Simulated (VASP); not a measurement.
# Sb (R-3m) in VASP: notebook

Sb is run at these levels: PBE; tasks: relaxation of shape and atoms at fixed volume.

Everything below comes from runs of VASP 6.6.1. Logs are shortened: lines on timing, memory, paths and dates and some standing lists are left out, and cuts for length are marked.

## (1) The cell of the first run

Symmetry: R-3m, No. 166, trigonal system. The conventional cell has a = 3.223 Å, b = 3.223 Å, c = 8.491 Å, α = 90.00°, β = 90.00°, γ = 120.00°. Within 2.9 Å of Sb (site symmetry 3m) lie 6 Sb at 2.17 to 2.52 Å.

## (2) Relaxation of shape and atoms at fixed volume, PBE

Contents of INCAR:

```
SYSTEM = Sb
PREC = Accurate
ENCUT = 600
EDIFF = 1E-7
ISMEAR = -1
SIGMA = 0.1
LREAL = .False.
LASPH = .True.
NELM = 100
ALGO = Normal
ISIF = 4
LWAVE = .False.
LCHARG = .False.
GGA = PE
IBRION = 2
NSW = 50
EDIFFG = -0.005
```

Contents of KPOINTS:

```
regular mesh
0
Gamma
  11 11 11
  0 0 0
```

Contents of POSCAR:

```
Sb
1.0
    1.6116371747     -0.9304791567      2.8302637523
    0.0000000000      1.8609583133      2.8302637523
   -1.6116371747     -0.9304791567      2.8302637523
Sb
2
Direct
    0.2328618870      0.2328618870      0.2328618870
   -0.2328618870     -0.2328618870     -0.2328618870
```

Potentials or basis: VASP PAW PBE potentials, release 64 (Sb).

Started as:

```sh
$ cat potpaw_PBE.64/Sb/POTCAR > POTCAR
$ mpirun -np 1 vasp_std > vasp.out
```

OUTCAR:

```text
SYSTEM = Sb
   PREC = Accurate
   ENCUT = 600
   EDIFF = 1E-7
   ISMEAR = -1
   LREAL = .False.
   LASPH = .True.
   NELM = 100
   ISIF = 4
   GGA = PE
   IBRION = 2
   NSW = 50
   EDIFFG = -0.005

 ion  position               nearest neighbor table
   1  0.233  0.233  0.233-   2 2.17   2 2.17   2 2.17   2 2.52   2 2.52   2 2.52
   2  0.767  0.767  0.767-   1 2.17   1 2.17   1 2.17   1 2.52   1 2.52   1 2.52

  LATTYP: Found a trigonal (rhomboedric) cell.
 ALAT       =     3.3872641986
 COS(alpha) =     0.5472417165

  Lattice vectors:

 A1 = (   1.6116371747,  -0.9304791567,   2.8302637523)
 A2 = (   0.0000000000,   1.8609583133,   2.8302637523)
 A3 = (  -1.6116371747,  -0.9304791567,   2.8302637523)

Analysis of symmetry for initial positions (statically):
=====================================================================
 Subroutine PRICEL returns:
 Original cell was already a primitive cell.

 Routine SETGRP: Setting up the symmetry group for a
 trigonal (rhombohedral) supercell.

 Subroutine GETGRP returns: Found 12 space group operations
 (whereof 12 operations were pure point group operations)
 out of a pool of 12 trial point group operations.

The static configuration has the point symmetry D_3d.

Analysis of symmetry for dynamics (positions and initial velocities):
=====================================================================
 Subroutine PRICEL returns:
 Original cell was already a primitive cell.

 Routine SETGRP: Setting up the symmetry group for a
 trigonal (rhombohedral) supercell.

 Subroutine GETGRP returns: Found 12 space group operations
 (whereof 12 operations were pure point group operations)
 out of a pool of 12 trial point group operations.

The dynamic configuration has the point symmetry D_3d.

 Subroutine INISYM returns: Found 12 space group operations
 (whereof 12 operations are pure point group operations),
 and found     1 'primitive' translations

----------------------------------------------------------------------------------------

                                     Primitive cell

  volume of cell :      25.4655

  direct lattice vectors                    reciprocal lattice vectors
     1.611637175 -0.930479157  2.830263752     0.310243526 -0.179119183  0.117774654
     0.000000000  1.860958313  2.830263752     0.000000000  0.358238367  0.117774654
    -1.611637175 -0.930479157  2.830263752    -0.310243526 -0.179119183  0.117774654

  length of vectors
     3.387264199  3.387264199  3.387264199     0.377101573  0.377101573  0.377101573

  position of ions in fractional coordinates (direct lattice)
     0.232861887  0.232861887  0.232861887
     0.767138113  0.767138113  0.767138113

  ion indices of the primitive-cell ions
   primitive index   ion index
                 1           1
                 2           2

----------------------------------------------------------------------------------------

 KPOINTS: regular mesh

Automatic generation of k-mesh.
 Grid dimensions read from file:
 generate k-points for:   11   11   11

 Generating k-lattice:

  Cartesian coordinates                     Fractional coordinates (reciprocal lattice)
     0.028203957 -0.016283562  0.010706787     0.090909091  0.000000000 -0.000000000
     0.000000000  0.032567124  0.010706787     0.000000000  0.090909091  0.000000000
    -0.028203957 -0.016283562  0.010706787    -0.000000000  0.000000000  0.090909091

  Length of vectors
     0.034281961  0.034281961  0.034281961

  Shift w.r.t. Gamma in fractional coordinates (k-lattice)
     0.000000000  0.000000000  0.000000000

 Subroutine IBZKPT returns following result:
 ===========================================

 Found    146 irreducible k-points:

 Following reciprocal coordinates:
            Coordinates               Weight
  0.000000  0.000000  0.000000      1.000000
  0.090909  0.000000 -0.000000      6.000000
  0.181818  0.000000 -0.000000      6.000000
  0.272727 -0.000000 -0.000000      6.000000
  0.363636 -0.000000  0.000000      6.000000
  0.454545 -0.000000  0.000000      6.000000
[... 16 lines left out ...]
 -0.272727  0.181818  0.000000     12.000000
 -0.181818  0.181818  0.000000      6.000000
 [... further k-points ...]
   k-points           NKPTS =    146   k-points in BZ     NKDIM =    146   number of bands    NBANDS=      9
   number of dos      NEDOS =    301   number of ions     NIONS =      2
   total plane-waves  NPLWV =  21952
   dimension x,y,z NGX =    28 NGY =   28 NGZ =   28
   dimension x,y,z NGXF=    56 NGYF=   56 NGZF=   56
   ions per type =               2
   NGX,Y,Z   is equivalent  to a cutoff of  13.74, 13.74, 13.74 a.u.
   NGXF,Y,Z  is equivalent  to a cutoff of  27.48, 27.48, 27.48 a.u.
 SYSTEM =  Sb
   PREC   = accura    normal or accurate (medium, high low for compatibility)
   ISTART =      0    job   : 0-new  1-cont  2-samecut
   ICHARG =      2    charge: 1-file 2-atom 10-const
   ISPIN  =      1    spin polarized calculation?
   LNONCOLLINEAR =      F non collinear calculations
   LSORBIT =      F    spin-orbit coupling
   LASPH  =      T    aspherical Exc in radial PAW
   ENCUT  =  600.0 eV  44.10 Ry    6.64 a.u.   6.77  6.77  6.77*2*pi/ulx,y,z
   NELM   =    100;   NELMIN=  2; NELMDL= -5     # of ELM steps
   EDIFF  = 0.1E-06   stopping-criterion for ELM
   LREAL  =      F    real-space projection
   EDIFFG = -.5E-02   stopping-criterion for IOM
   NSW    =     50    number of steps for IOM
   IBRION =      2    ionic relax: 0-MD 1-quasi-New 2-CG
   NFREE  =      1    steps in history (QN), initial steepest desc. (CG)
   ISIF   =      4    stress and relaxation
   ISYM   =      2    0-nonsym 1-usesym 2-fastsym
   POTIM  = 0.5000    time-step for ionic-motion
   TEBEG  =    0.0;   TEEND  =   0.0 temperature during run
   PSTRESS=    0.0 pullay stress
   NELECT =      10.0000    total number of electrons
   NUPDOWN=      -1.0000    fix difference up-down
   EMIN   =  10.00;   EMAX   =-10.00  energy-range for DOS
   EFERMI =   0.00;   METHOD = LEGACY
   ISMEAR =    -1;   SIGMA  =   0.10  broadening in eV -4-tet -1-fermi 0-gaus
   EFERMI_NEDOS =   21; number of points for ismear=-14 and -15
   IALGO  =     38    algorithm
   IMIX   =      4    mixing-type and parameters
     AMIX     =   0.40;   BMIX     =  1.00
     AMIX_MAG =   1.60;   BMIX_MAG =  1.00
  volume/ion in A,a.u.               =      12.73        85.92
  Fermi-wavevector in a.u.,A,eV,Ry     =   1.198830  2.265460 19.554191  1.437192
  Thomas-Fermi vector in A             =   2.334708
   LORBIT       =      0    0 simple, 1 ext, 2 COOP (PROOUT), +10 PAW based schemes
   GGA     = PE    functional components
   LHFCALC =     F    Hartree Fock is set to
   AEXX    =    0.0000 exact exchange contribution
   IVDW    =     0    specifies the selected vdW correction
   LEPSILON=     F    determine dielectric tensor
   LRPA    =     F    only Hartree local field effects (RPA)
 conjugate gradient relaxation of ions
 non-spin polarized calculation
  energy-cutoff  :      600.00
  volume of cell :       25.47
 maximum number of plane-waves:       865
   NGX = 13   NGY = 13   NGZ = 13

--------------------------------------- Ionic step        1  -------------------------------------------

 number of electron      10.0000000 magnetization

 Free energy of the ion-electron system (eV)
  ---------------------------------------------------
  ext. energy  EPLUGINS =         0.00000000
  ---------------------------------------------------
  free energy    TOTEN  =        10.49953590 eV

  energy without entropy =       10.52061363  energy(sigma->0) =       10.51007477

------------------------ aborting loop because EDIFF is reached ----------------------------------------

  FORCE on cell =-STRESS in cart. coord.  units (eV):
  Direction    XX          YY          ZZ          XY          YZ          ZX
  --------------------------------------------------------------------------------------
  -------------------------------------------------------------------------------------
  Total       60.1100001     60.1100001     52.6972331      0.0000000     -0.0000000      0.0000000
  in kB     3781.8580654   3781.8580656   3315.4792206      0.0000000     -0.0000000      0.0000000
  external PRESSURE =    3626.3984505 kB  Pullay stress =       0.0000000 kB
[... 89 lines left out ...]
  FREE ENERGIE OF THE ION-ELECTRON SYSTEM (eV)
  ---------------------------------------------------
  free  energy   TOTEN  =        11.2735806239 eV

  energy  without entropy=       11.2854800599  energy(sigma->0) =       11.27953034

[... ionic steps 4 to 42 ...]

--------------------------------------- Ionic step       43  -------------------------------------------

 number of electron       9.9999999 magnetization

------------------------ aborting loop because EDIFF is reached ----------------------------------------

  FORCE on cell =-STRESS in cart. coord.  units (eV):
  Direction    XX          YY          ZZ          XY          YZ          ZX
  --------------------------------------------------------------------------------------
  -------------------------------------------------------------------------------------
  Total       43.5406599     43.5406612     43.5323603     -0.0000000     -0.0000003     -0.0000000
  in kB     2739.3877184   2739.3877990   2738.8655405     -0.0000000     -0.0000219     -0.0000000
  external PRESSURE =    2739.2136860 kB  Pullay stress =       0.0000000 kB
[... 57 lines left out ...]
  energy  without entropy=        4.4894714165  energy(sigma->0) =        4.47419902

--------------------------------------- Ionic step       45  -------------------------------------------

 number of electron       9.9999999 magnetization

 Free energy of the ion-electron system (eV)
  ---------------------------------------------------
  ext. energy  EPLUGINS =         0.00000000
  ---------------------------------------------------
  free energy    TOTEN  =         4.45892609 eV

  energy without entropy =        4.48947624  energy(sigma->0) =        4.47420116

 E-fermi :  22.6366     XC(G=0): -13.8381

 val. band max:       22.6346618559   @ k =   0.4545   0.4545   0.0000
 cond. band min:      22.6410202744   @ k =  -0.3636   0.3636  -0.0000
 fundamental gap:      0.0063584185
 Fermi energy:        22.6365629213

 k-point     1 :       0.0000    0.0000    0.0000
  band No.  band energies     occupation
      1       0.7716      2.00000
      2      10.0301      2.00000
      3      10.6090      2.00000
      4      30.3703      0.00000
      5      30.4876      0.00000
      6      30.4876      0.00000
      7      30.8934      0.00000
      8      33.8854      0.00000
      9      34.0836      0.00000
[... 265 lines left out ...]
 k-point    24 :      -0.1818    0.1818    0.0000
  band No.  band energies     occupation
      1       4.0671      2.00000
      2      13.3903      2.00000
      3      13.6295      2.00000
      4      19.6831      2.00000
      5      20.7509      2.00000
      6      22.8639      0.18676
      7      23.3078      0.00243
      8      32.9540      0.00000
      9      33.0816      0.00000

 [... further k-points ...]

------------------------ aborting loop because EDIFF is reached ----------------------------------------

  FORCE on cell =-STRESS in cart. coord.  units (eV):
  Direction    XX          YY          ZZ          XY          YZ          ZX
  --------------------------------------------------------------------------------------
  -------------------------------------------------------------------------------------
  Total       43.5381605     43.5381621     43.5374742     -0.0000000     -0.0000004     -0.0000000
  in kB     2739.2304651   2739.2305650   2739.1872839     -0.0000000     -0.0000272     -0.0000000
  external PRESSURE =    2739.2161047 kB  Pullay stress =       0.0000000 kB
[... 17 lines left out ...]
  FREE ENERGIE OF THE ION-ELECTRON SYSTEM (eV)
  ---------------------------------------------------
  free  energy   TOTEN  =         4.4589260899 eV

  energy  without entropy=        4.4894762396  energy(sigma->0) =        4.47420116

 reached required accuracy - stopping structural energy minimisation
```

Run time: 6.7 min. Hardware: 1 thread of Intel Xeon 6975P-C (Granite Rapids), shared host; peak memory 0.2 GiB.

What came out:

```yaml
Free_energy: 4.4589 eV
Pressure_after_relaxing: 273.9 GPa
Largest_force_after_relaxing: 0.005 eV/Å
Band_gap_on_the_k_mesh: zero (bands 5 and 6 overlap by 12.93 eV)
```

Forces on the atoms (eV/Å):
```
Sb   0.000  0.000  0.005
Sb   0.000  0.000 -0.005
```

Final structure:
```yaml
crystal:
  lattice:
    - [1.31191, -0.75743, 4.27124]
    - [0.00000, 1.51486, 4.27124]
    - [-1.31191, -0.75743, 4.27124]
  atoms:
    - { symbol: Sb, position: [0.25000, 0.25000, 0.25000] }
    - { symbol: Sb, position: [0.75000, 0.75000, 0.75000] }
```

Caveat: a cell axis changed by over 15 % at a fixed basis, so the end point is rough; spin-orbit coupling is left out, which moves the levels of the heavy elements.

## (3) Relaxation of shape and atoms at fixed volume, PBE

This run uses another cell than the first one, of 15.92 Å³/atom.

Contents of INCAR:

```
PREC = Accurate ; ENCUT = 600
EDIFF = 1E-7 ; ISMEAR = -1
SIGMA = 0.1 ; LREAL = False
LASPH = True ; NELM = 100
ALGO = Normal ; ISIF = 4
LWAVE = False ; LCHARG = False
GGA = PE ; IBRION = 2
NSW = 50 ; EDIFFG = -0.005
```

Contents of KPOINTS:

```
Automatic mesh
0
Gamma
  11 11 11
```

Contents of POSCAR:

```
Sb
1.0
    1.7360835185     -1.0023282867      3.0488092049
    0.0000000000      2.0046565735      3.0488092049
   -1.7360835185     -1.0023282867      3.0488092049
Sb
2
Direct
    0.2328618870      0.2328618870      0.2328618870
   -0.2328618870     -0.2328618870     -0.2328618870
```

Potentials or basis: VASP PAW PBE potentials, release 64 (Sb).

Started as:

```sh
$ cat potpaw_PBE.64/Sb/POTCAR > POTCAR
$ mpirun -np 1 vasp_std > vasp.out
```

It took 9.9 min on 1 thread of Intel Xeon 6975P-C (Granite Rapids), shared host; peak memory 0.24 GiB.

It converged, with:

```
Free energy               : -2.7548 eV
Energy gained by relaxing : 1647.9 meV/atom
Ionic steps               : 42
Pressure after relaxing   : 114.5 GPa
Band gap on the k mesh    : zero (bands 5 and 6 overlap by 11.12 eV)
```

Step by step:
```
step  energy change (eV)  largest force (eV/Å)  pressure (GPa)  volume (Å³)
   1              0.0000                7.8931          166.90        31.83
   3             -1.2248                0.6357          154.49        31.83
   5             -1.2321                0.0421          154.41        31.83
   7             -1.2370                0.0673          154.35        31.83
   9             -1.3038                1.6106          152.14        31.83
  11             -1.2430               10.4860          144.45        31.83
  13             -1.4295                7.4013          144.75        31.83
  15             -1.4300                7.4197          144.71        31.83
  17             -1.4319                7.4930          144.58        31.83
  19             -1.4381                7.7725          144.09        31.83
  21             -1.4449                8.1332          143.46        31.83
  23             -1.4895                8.0967          142.66        31.83
  25             -1.6720                7.9188          139.51        31.83
  27             -2.3401                6.6181          128.70        31.83
  29             -2.8462                4.1456          121.20        31.83
  31             -2.9439                3.8696          119.74        31.83
  33             -3.0776                0.2061          118.10        31.83
  35             -3.2216                1.2218          115.78        31.83
  37             -3.2950                0.0886          114.66        31.83
  39             -3.2954                0.0788          114.61        31.83
  41             -3.2958                0.0133          114.53        31.83
  42             -3.2958                0.0004          114.52        31.83
```

Final structure:
```cif
data_structure
_symmetry_space_group_name_H-M 'P 1'
_symmetry_Int_Tables_number 1
_cell_length_a 4.8587
_cell_length_b 4.8587
_cell_length_c 4.8587
_cell_angle_alpha 33.920
_cell_angle_beta 33.920
_cell_angle_gamma 33.920
_cell_volume 31.83
loop_
_atom_site_label
_atom_site_type_symbol
_atom_site_fract_x
_atom_site_fract_y
_atom_site_fract_z
_atom_site_occupancy
Sb1 Sb 0.25000 0.25000 0.25000 1
Sb2 Sb 0.75000 0.75000 0.75000 1
```

Levels at points of the mesh, in eV from the Fermi level:
```csv
k point,band 1,band 2,band 3,band 4,band 5,band 6,band 7,band 8,band 9
"(0.00, 0.00, 0.00)",-18.51,-10.81,-10.10,6.35,6.35,8.73,9.31,9.62,9.62
```

Caveat: a cell axis changed by over 15 % at a fixed basis, so the end point is rough; spin-orbit coupling is left out, which moves the levels of the heavy elements.
